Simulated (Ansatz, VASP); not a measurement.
**Zn: VASP beside Ansatz**

```
Zn
1.0
     2.63581    0.00000    0.00000
     0.00000    5.09292    0.00000
     0.00000    0.00000   21.32630
Zn
6
Direct
  0.75000 0.75000 0.38619
  0.25000 0.25000 0.38588
  0.25000 0.75000 0.50015
  0.75000 0.25000 0.49985
  0.75000 0.75000 0.61412
  0.25000 0.25000 0.61381
```

Alike in both runs: functional PBE; k mesh 14 × 7 × 1; occupations fermi-dirac, width 0.1 eV; no spin polarisation.

Ansatz relaxed the structure, and its values are those at the end. VASP's run is a single point on that final structure, the one shown.

|  | VASP | Ansatz |
| --- | --- | --- |
| version | VASP 6.6.1 | Ansatz 0.2.0 |
| potentials or method | VASP PAW PBE potentials, release 64 (Zn) | PAW with Ansatz's default frozen-core files, scalar-relativistic |
| plane-wave cutoff (eV) | 520 | 420 |
| valence electrons in the cell | 72 | 72 |

|  | VASP | Ansatz | Ansatz less VASP |
| --- | --- | --- | --- |
| rms of the force components (eV/Å) | 0.006 | 0.002 | -0.0041 |

With one functional, cell and mesh, what is left measures potentials, basis and numerics. Ansatz's warnings: stress scf threshold loose.
